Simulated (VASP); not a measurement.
# BiRh (P6_3/mmc) in VASP: notebook, part 2 of 3

VASP 6.6.1. Earlier steps stand in the parts before.

**3. Electric field gradients, LDA (volume scaled by 0.94)**

INCAR reads:

```
ALGO = Normal
EDIFF = 1E-8
ENCUT = 520
GGA = CA
ISIF = 2
ISMEAR = -1
LASPH = True
LCHARG = False
LEFG = True
LREAL = False
LWAVE = False
NBANDS = 38
NELM = 80
PREC = Accurate
SIGMA = 0.03
```

KPOINTS reads:

```
k-points
0
Gamma
  12 12 7
```

POSCAR reads:

```
BiRh
1.0
    4.0104263761      0.0000000000      0.0000000000
   -2.0052131880      3.4731311217      0.0000000000
    0.0000000000      0.0000000000      5.5473961337
Bi Rh
2 2
Direct
    0.3333333333      0.6666666667      0.2500000000
    0.6666666667      0.3333333333      0.7500000000
    0.0000000000      0.0000000000      0.0000000000
    0.0000000000      0.0000000000      0.5000000000
```

Potentials or basis: VASP PAW LDA potentials, release 64 (Bi_d, Rh_pv).

On the command line:

```
$ cat potpaw_LDA.64/Bi_d/POTCAR potpaw_LDA.64/Rh_pv/POTCAR > POTCAR
$ mpirun -np 1 vasp_std > vasp.out
```

OUTCAR:

```text
EDIFF = 1E-8
   ENCUT = 520
   GGA = CA
   ISIF = 2
   ISMEAR = -1
   LASPH = True
   LREAL = False
   NELM = 80
   PREC = Accurate

 ion  position               nearest neighbor table
   1  0.333  0.667  0.250-   3 2.70   4 2.70   3 2.70   4 2.70   3 2.70   4 2.70   2 3.61   2 3.61
                             2 3.61   2 3.61   2 3.61   2 3.61
   2  0.667  0.333  0.750-   3 2.70   4 2.70   3 2.70   4 2.70   3 2.70   4 2.70   1 3.61   1 3.61
                             1 3.61   1 3.61   1 3.61   1 3.61
   3  0.000  0.000  0.000-   1 2.70   2 2.70   1 2.70   2 2.70   2 2.70   1 2.70   4 2.77   4 2.77

   4  0.000  0.000  0.500-   1 2.70   2 2.70   1 2.70   2 2.70   2 2.70   1 2.70   3 2.77   3 2.77

  LATTYP: Found a hexagonal cell.
 ALAT       =     4.0104263761
 C/A-ratio  =     1.3832434792

  Lattice vectors:

 A1 = (   4.0104263761,   0.0000000000,   0.0000000000)
 A2 = (  -2.0052131880,   3.4731311217,   0.0000000000)
 A3 = (   0.0000000000,   0.0000000000,   5.5473961337)

Analysis of symmetry for initial positions (statically):
=====================================================================
 Subroutine PRICEL returns:
 Original cell was already a primitive cell.

 Routine SETGRP: Setting up the symmetry group for a
 hexagonal supercell.

 Subroutine GETGRP returns: Found 24 space group operations
 (whereof 12 operations were pure point group operations)
 out of a pool of 24 trial point group operations.

The static configuration has the point symmetry D_3d.
 The point group associated with its full space group is D_6h.

Analysis of symmetry for dynamics (positions and initial velocities):
=====================================================================
 Subroutine PRICEL returns:
 Original cell was already a primitive cell.

 Routine SETGRP: Setting up the symmetry group for a
 hexagonal supercell.

 Subroutine GETGRP returns: Found 24 space group operations
 (whereof 12 operations were pure point group operations)
 out of a pool of 24 trial point group operations.

The dynamic configuration has the point symmetry D_3d.
 The point group associated with its full space group is D_6h.

 Subroutine INISYM returns: Found 24 space group operations
 (whereof 12 operations are pure point group operations),
 and found     1 'primitive' translations

----------------------------------------------------------------------------------------

                                     Primitive cell

  volume of cell :      77.2682

  direct lattice vectors                    reciprocal lattice vectors
     4.010426376  0.000000000  0.000000000     0.249350046  0.143962316  0.000000000
    -2.005213188  3.473131122  0.000000000     0.000000000  0.287924632  0.000000000
     0.000000000  0.000000000  5.547396134     0.000000000  0.000000000  0.180264754

  length of vectors
     4.010426376  4.010426376  5.547396134     0.287924632  0.287924632  0.180264754

  position of ions in fractional coordinates (direct lattice)
     0.333333333  0.666666667  0.250000000
     0.666666667  0.333333333  0.750000000
     0.000000000  0.000000000  0.000000000
     0.000000000  0.000000000  0.500000000

  ion indices of the primitive-cell ions
   primitive index   ion index
[... 89 lines left out ...]
   EMIN   =  10.00;   EMAX   =-10.00  energy-range for DOS
   EFERMI =   0.00;   METHOD = LEGACY
   ISMEAR =    -1;   SIGMA  =   0.03  broadening in eV -4-tet -1-fermi 0-gaus
   EFERMI_NEDOS =   21; number of points for ismear=-14 and -15
   IALGO  =     38    algorithm
   IMIX   =      4    mixing-type and parameters
     AMIX     =   0.40;   BMIX     =  1.00
     AMIX_MAG =   1.60;   BMIX_MAG =  1.00
  volume/ion in A,a.u.               =      19.32       130.36
  Fermi-wavevector in a.u.,A,eV,Ry     =   1.504729  2.843525 30.806437  2.264209
  Thomas-Fermi vector in A             =   2.615671
   LORBIT       =      0    0 simple, 1 ext, 2 COOP (PROOUT), +10 PAW based schemes
   GGA     = CA    functional components
   LHFCALC =     F    Hartree Fock is set to
   AEXX    =    0.0000 exact exchange contribution
   IVDW    =     0    specifies the selected vdW correction
   LEPSILON=     F    determine dielectric tensor
   LRPA    =     F    only Hartree local field effects (RPA)
 non-spin polarized calculation
  energy-cutoff  :      520.00
  volume of cell :       77.27
 maximum number of plane-waves:      2097
 NGX is ok and might be reduce to    30
   NGX = 15   NGY = 15   NGZ = 21

 number of electron      59.9999994 magnetization

 Free energy of the ion-electron system (eV)
  ---------------------------------------------------
  ext. energy  EPLUGINS =         0.00000000
  ---------------------------------------------------
  free energy    TOTEN  =       -27.12434868 eV

  energy without entropy =      -27.11647773  energy(sigma->0) =      -27.12041320

 E-fermi :  10.7741     XC(G=0): -12.4816

 val. band max:       10.7671265275   @ k =   0.1667   0.1667   0.2857
 cond. band min:      10.7777162096   @ k =   0.3333   0.0833   0.2857
 fundamental gap:      0.0105896821
 Fermi energy:        10.7741240963

 k-point     1 :       0.0000    0.0000    0.0000
  band No.  band energies     occupation
      1     -35.3933      2.00000
      2     -35.1615      2.00000
      3     -35.1615      2.00000
      4     -35.1291      2.00000
      5     -35.1291      2.00000
      6     -35.0839      2.00000
[... 973 lines left out ...]
     37      18.8655      0.00000
     38      19.2027      0.00000

 [... further k-points ...]
[... 5 lines left out ...]
  --------------------------------------------------------------------------------------
  -------------------------------------------------------------------------------------
  Total        3.5765969      3.5765969      3.1961266      0.0000000      0.0000000     -0.0000000
  in kB       74.1616989     74.1616989     66.2725458      0.0000000      0.0000000     -0.0000000
  external PRESSURE =      71.5319812 kB  Pullay stress =       0.0000000 kB

 VOLUME and BASIS-vectors are now :
 -----------------------------------------------------------------------------
  energy-cutoff  :      520.00
  volume of cell :       77.27
      direct lattice vectors                 reciprocal lattice vectors
     4.010426376  0.000000000  0.000000000     0.249350046  0.143962316  0.000000000
    -2.005213188  3.473131122  0.000000000     0.000000000  0.287924632  0.000000000
     0.000000000  0.000000000  5.547396134     0.000000000  0.000000000  0.180264754

 POSITION                                       TOTAL-FORCE (eV/Angst)
 -----------------------------------------------------------------------------------
     -0.00000      2.31542      1.38685        -0.000000     -0.000000      0.000000
      2.00521      1.15771      4.16055        -0.000000      0.000000      0.000000
      0.00000      0.00000      0.00000         0.000000      0.000000      0.000000
      0.00000      0.00000      2.77370         0.000000      0.000000      0.000000
 -----------------------------------------------------------------------------------
    total drift:                               -0.000000      0.000000      0.000000

  FREE ENERGIE OF THE ION-ELECTRON SYSTEM (eV)
  ---------------------------------------------------
  free  energy   TOTEN  =       -27.1243486781 eV

  energy  without entropy=      -27.1164777295  energy(sigma->0) =      -27.12041320

 Electric field gradients (V/A^2)
---------------------------------------------------------------------
 ion       V_xx      V_yy      V_zz      V_xy      V_xz      V_yz
---------------------------------------------------------------------
   1     -98.060   -98.062   196.122    -0.002    -0.000     0.000
   2     -98.060   -98.062   196.122    -0.002     0.000    -0.000
   3      24.985    24.982   -49.967    -0.002    -0.000     0.000
   4      24.985    24.982   -49.967    -0.002     0.000    -0.000
---------------------------------------------------------------------

 Electric field gradients after diagonalization (V/A^2)
 (convention: |V_zz| > |V_xx| > |V_yy|)
----------------------------------------------------------------------
 ion       V_xx      V_yy      V_zz     asymmetry (V_yy - V_xx)/ V_zz
----------------------------------------------------------------------
   1     -98.063   -98.059   196.122       0.000
   2     -98.063   -98.059   196.122       0.000
   3      24.986    24.981   -49.967       0.000
   4      24.986    24.981   -49.967       0.000
----------------------------------------------------------------------

           NMR quadrupolar parameters

 Cq : quadrupolar parameter    Cq=e*Q*V_zz/h
 eta: asymmetry parameters     (V_yy - V_xx)/ V_zz
 Q  : nuclear electric quadrupole moment in mb (millibarn)
----------------------------------------------------------------------
 ion       Cq(MHz)       eta       Q (mb)
----------------------------------------------------------------------
   1       0.474       0.000       1.000
   2       0.474       0.000       1.000
   3      -0.121       0.000       1.000
   4      -0.121       0.000       1.000
----------------------------------------------------------------------
```

Wall time 2.7 min (1 thread of Intel Xeon Platinum 8375C at 2.90GHz (Ice Lake), shared host); peak memory 0.29 GiB.

Results:

```yaml
Free_energy: -27.1243 eV
Pressure: 7.2 GPa
Band_gap_on_the_k_mesh: zero (band 30 reaches 12.52 eV, above the bottom of band 31 at 9.72 eV)
```

Electric field gradients, principal values (V/Å²):
| atom | least | middle | greatest (by size) |
| --- | --- | --- | --- |
| 1 Bi | -98.059 | -98.063 | 196.122 |
| 2 Bi | -98.059 | -98.063 | 196.122 |
| 3 Rh | 24.981 | 24.986 | -49.967 |
| 4 Rh | 24.981 | 24.986 | -49.967 |

Caveat: without QUAD_EFG the Cq values of the log hold for a quadrupole moment of 1 mb, not for the nuclei; spin-orbit coupling is left out, which moves the levels of the heavy elements.

[end of part 2 of 3]
